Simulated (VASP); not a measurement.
Input of a VASP 6.6.1 run:

File INCAR:

```
  PREC = Accurate
  ENCUT = 520
  EDIFF = 1E-6
  ISMEAR = -1
  SIGMA = 0.05
  LREAL = F
  LASPH = T
  NELM = 100
  ALGO = Normal
  ISIF = 2
  LWAVE = F
  LCHARG = F
  GGA = RP
  NBANDS = 25
```

The input KPOINTS:

```
Automatic mesh
0
Gamma
  8 8 6
```

POSCAR

```
CuO
1.0
    3.3758013685      0.0000000000      0.0000000000
    0.0000000000      3.3758013685      0.0000000000
    0.0000000000      0.0000000000      4.2028806177
Cu O
2 2
Direct
    0.0000000000      0.5000000000      0.0000000000
    0.5000000000      0.0000000000      0.5000000000
    0.0000000000      0.0000000000      0.2500000000
    0.0000000000      0.0000000000      0.7500000000
```

Potentials or basis: VASP PAW PBE potentials, release 64 (Cu, O).

The run is started by

```bash
$ cat potpaw_PBE.64/Cu/POTCAR potpaw_PBE.64/O/POTCAR > POTCAR
$ mpirun -np 1 vasp_std > vasp.out
```

(1) Predict the pressure.

(2) Estimate the band gap on the k mesh.

## Answers

(1) 7.4 GPa.

(2) zero (bands 17 and 18 overlap by 1.84 eV).

Caveat: the cell stands under pressure; the PAW data sets were made with another functional, which shifts forces and pressure a little; semilocal functionals often make such compounds metallic where correlation or magnetic order opens a gap, which also shifts bond lengths.
